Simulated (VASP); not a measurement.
# SbP (rocksalt type) (Fm-3m) in VASP: a series of runs, part 2 of 2

VASP 6.6.1.

## Step 5: Single point, PBE

This run uses another cell than the first one, of 22.37 Å³/atom, 1.382 times its volume.

File INCAR:

```
  PREC = Accurate
  ENCUT = 520
  EDIFF = 1E-7
  ISMEAR = -1
  SIGMA = 0.05
  LREAL = F
  LASPH = T
  NELM = 60
  ALGO = Normal
  ISIF = 2
  LWAVE = F
  LCHARG = F
  GGA = PE
  NBANDS = 12
```

File KPOINTS:

```
regular mesh
0
Gamma
  11 11 11
```

File POSCAR:

```
SbP
1.0
    0.0000000000      2.8177321290      2.8177321290
    2.8177321290      0.0000000000      2.8177321290
    2.8177321290      2.8177321290      0.0000000000
Sb P
1 1
Direct
    0.0000000000      0.0000000000      0.0000000000
    0.5000000000      0.5000000000      0.5000000000
```

Potentials or basis: VASP PAW PBE potentials, release 64 (Sb, P).

On the command line:

```bash
$ cat potpaw_PBE.64/Sb/POTCAR potpaw_PBE.64/P/POTCAR > POTCAR
$ mpirun -np 1 vasp_std > vasp.out
```

OUTCAR:

```text
PREC = Accurate
   ENCUT = 520
   EDIFF = 1E-7
   ISMEAR = -1
   LREAL = F
   LASPH = T
   NELM = 60
   ISIF = 2
   GGA = PE

 ion  position               nearest neighbor table
   1  0.000  0.000  0.000-   2 2.82   2 2.82   2 2.82   2 2.82   2 2.82   2 2.82
   2  0.500  0.500  0.500-   1 2.82   1 2.82   1 2.82   1 2.82   1 2.82   1 2.82

  LATTYP: Found a face centered cubic cell.
 ALAT       =     5.6354642580

  Lattice vectors:

 A1 = (   0.0000000000,   2.8177321290,   2.8177321290)
 A2 = (   2.8177321290,   0.0000000000,   2.8177321290)
 A3 = (   2.8177321290,   2.8177321290,   0.0000000000)

Analysis of symmetry for initial positions (statically):
=====================================================================
 Subroutine PRICEL returns:
 Original cell was already a primitive cell.

 Routine SETGRP: Setting up the symmetry group for a
 face centered cubic supercell.

 Subroutine GETGRP returns: Found 48 space group operations
 (whereof 48 operations were pure point group operations)
 out of a pool of 48 trial point group operations.

The static configuration has the point symmetry O_h .

[... 172 lines left out ...]
      4       5.9396      2.00000
      5       5.9396      2.00000
      6      11.9057      0.00000
      7      11.9057      0.00000
      8      11.9057      0.00000
      9      12.9315      0.00000
     10      12.9315      0.00000
     11      12.9315      0.00000
     12      15.0676      0.00000
[... 331 lines left out ...]
 k-point    24 :      -0.1818    0.1818    0.0000
  band No.  band energies     occupation
      1      -4.7755      2.00000
      2       0.5535      2.00000
      3       4.2158      2.00000
      4       6.8734      2.00000
      5       8.1773      0.01960
      6       8.2951      0.00187
      7       8.5976      0.00000
      8      12.0465      0.00000
      9      13.9010      0.00000
     10      13.9944      0.00000
     11      16.6995      0.00000
     12      16.8775      0.00000

 [... further k-points ...]

------------------------ aborting loop because EDIFF is reached ----------------------------------------

  FORCE on cell =-STRESS in cart. coord.  units (eV):
  Direction    XX          YY          ZZ          XY          YZ          ZX
  --------------------------------------------------------------------------------------
  -------------------------------------------------------------------------------------
  Total       -0.0302442     -0.0302442     -0.0302442      0.0000000      0.0000000     -0.0000000
  in kB       -1.0829874     -1.0829874     -1.0829874      0.0000000      0.0000000     -0.0000000
  external PRESSURE =      -1.0829874 kB  Pullay stress =       0.0000000 kB

 VOLUME and BASIS-vectors are now :
 -----------------------------------------------------------------------------
  energy-cutoff  :      520.00
  volume of cell :       44.74
      direct lattice vectors                 reciprocal lattice vectors
     0.000000000  2.817732129  2.817732129    -0.177447670  0.177447670  0.177447670
     2.817732129  0.000000000  2.817732129     0.177447670 -0.177447670  0.177447670
     2.817732129  2.817732129  0.000000000     0.177447670  0.177447670 -0.177447670

 POSITION                                       TOTAL-FORCE (eV/Angst)
 -----------------------------------------------------------------------------------
      0.00000      0.00000      0.00000        -0.000000      0.000000     -0.000000
      2.81773      2.81773      2.81773         0.000000     -0.000000      0.000000
 -----------------------------------------------------------------------------------
    total drift:                               -0.000000     -0.000000      0.000000

  FREE ENERGIE OF THE ION-ELECTRON SYSTEM (eV)
  ---------------------------------------------------
  free  energy   TOTEN  =        -9.2721977957 eV

  energy  without entropy=       -9.2692529764  energy(sigma->0) =       -9.27072539
```

OSZICAR:

```text
N       E                     dE             d eps       ncg     rms          rms(c)
DAV:   1     0.258934201116E+02    0.25893E+02   -0.38329E+03  1344   0.661E+02
DAV:   2    -0.776834594985E+01   -0.33662E+02   -0.32256E+02  1804   0.110E+02
DAV:   3    -0.943338394283E+01   -0.16650E+01   -0.16527E+01  1672   0.240E+01
DAV:   4    -0.944740128011E+01   -0.14017E-01   -0.14015E-01  1536   0.265E+00
DAV:   5    -0.944752809034E+01   -0.12681E-03   -0.12681E-03  1708   0.264E-01    0.410E+00
DAV:   6    -0.926867327614E+01    0.17885E+00   -0.73953E-01  1480   0.293E+00    0.248E+00
DAV:   7    -0.927150536198E+01   -0.28321E-02   -0.68462E-02  1640   0.125E+00    0.115E+00
DAV:   8    -0.927212189054E+01   -0.61653E-03   -0.56691E-03  1532   0.363E-01    0.173E-01
DAV:   9    -0.927216026782E+01   -0.38377E-04   -0.94026E-04  1560   0.147E-01    0.680E-02
DAV:  10    -0.927219174364E+01   -0.31476E-04   -0.79909E-05  1664   0.562E-02    0.187E-02
DAV:  11    -0.927219794334E+01   -0.61997E-05   -0.16970E-05  1576   0.206E-02    0.386E-03
DAV:  12    -0.927219786784E+01    0.75503E-07   -0.10649E-06  1632   0.654E-03    0.326E-03
DAV:  13    -0.927219779572E+01    0.72124E-07   -0.58623E-08  1204   0.137E-03
   1 F= -.92721978E+01 E0= -.92707254E+01  d E =-.294482E-02
```

stdout:

```text
POSCAR found type information on POSCAR SbP
 POSCAR found :  2 types and       2 ions
 scaLAPACK will be used
 LDA part: xc-table for (Slater+PW92), standard interpolation
 POSCAR, INCAR and KPOINTS ok, starting setup
 FFT: planning ... GRIDC
 FFT: planning ... GRID_SOFT
 FFT: planning ... GRID
 WAVECAR not read
 entering main loop
```

Wall time 26 s (1 thread of Intel Xeon Platinum 8488C (Sapphire Rapids), shared host); peak memory 0.18 GiB.

What came out:

```yaml
Free_energy: -9.2722 eV
Pressure: -0.1 GPa
Band_gap_on_the_k_mesh: zero (band 5 reaches 8.18 eV, above the bottom of band 6 at 7.73 eV)
```

Caveat: spin-orbit coupling is left out, which moves the levels of the heavy elements.

## Step 6: The runs side by side

```csv
task,cell,cutoff (eV),gap on the mesh (eV),pressure (GPa)
relaxation of cell and atoms,"relaxed from a = 3.578 Å, angles 60.0°, 2 atoms",600,none,0.0
single point,"a = 3.931 Å, angles 60.0°, 2 atoms",520,none,3.3
single point,"a = 3.958 Å, angles 60.0°, 2 atoms",520,none,1.5
single point,"a = 3.985 Å, angles 60.0°, 2 atoms",520,none,-0.1
```

Alike in all rows: level PBE; potentials or basis VASP PAW PBE potentials, release 64 (Sb, P); no spin polarisation; k mesh 11 × 11 × 11; smearing fermi-dirac 0.05 eV.

Caveats: spin-orbit coupling is left out, which moves the levels of the heavy elements; the volume moved by over 15 % at a fixed basis, so the end points are rough (some runs).

Absolute energies hang on the potentials; compare differences alone.
